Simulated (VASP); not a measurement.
Input of a VASP 6.6.1 run:

The input INCAR:

```
SYSTEM = Co
PREC     = Accurate       ! precision mode
ENCUT    = 520            ! plane-wave cutoff, eV
EDIFF    = 1E-8           ! SCF threshold, eV
ISMEAR   = -1             ! smearing method
SIGMA    = 0.03           ! smearing width, eV
LREAL    = .False.        ! projectors in reciprocal space
LASPH    = .True.         ! aspherical terms in the spheres
NELM     = 150            ! most SCF steps
ALGO     = Normal         ! electronic algorithm
ISIF     = 2              ! what is computed and relaxed
LWAVE    = .False.        ! write WAVECAR
LCHARG   = .False.        ! write CHGCAR
ISPIN    = 2              ! spin polarisation
MAGMOM   = 2 2            ! initial moments
LORBIT   = 11             ! projections on sites
LMAXMIX  = 4              ! l up to which the mixer works
GGA      = CA             ! functional
LEFG     = .True.       
NBANDS   = 20             ! bands
```

The input KPOINTS:

```
regular mesh
0
Gamma
  17 17 9
  0 0 0
```

The input POSCAR:

```
Co
1.0
    2.5125316956      0.0000000000      0.0000000000
   -1.2562658478      2.1759162762      0.0000000000
    0.0000000000      0.0000000000      4.0870761931
Co
2
Direct
    0.3333333333      0.6666666667      0.2500000000
    0.6666666667      0.3333333333      0.7500000000
```

Potentials or basis: VASP PAW LDA potentials, release 64 (Co).

The run is started by

```console
$ cat potpaw_LDA.64/Co/POTCAR > POTCAR
$ mpirun -np 1 vasp_std > vasp.out
```

(1) Predict the site moments.

(2) Predict the pressure.

Results:

(1) Co +1.59 μB.

(2) -23.5 GPa.

Caveat: the cell stands under tension; without QUAD_EFG the Cq values of the log hold for a quadrupole moment of 1 mb, not for the nuclei.
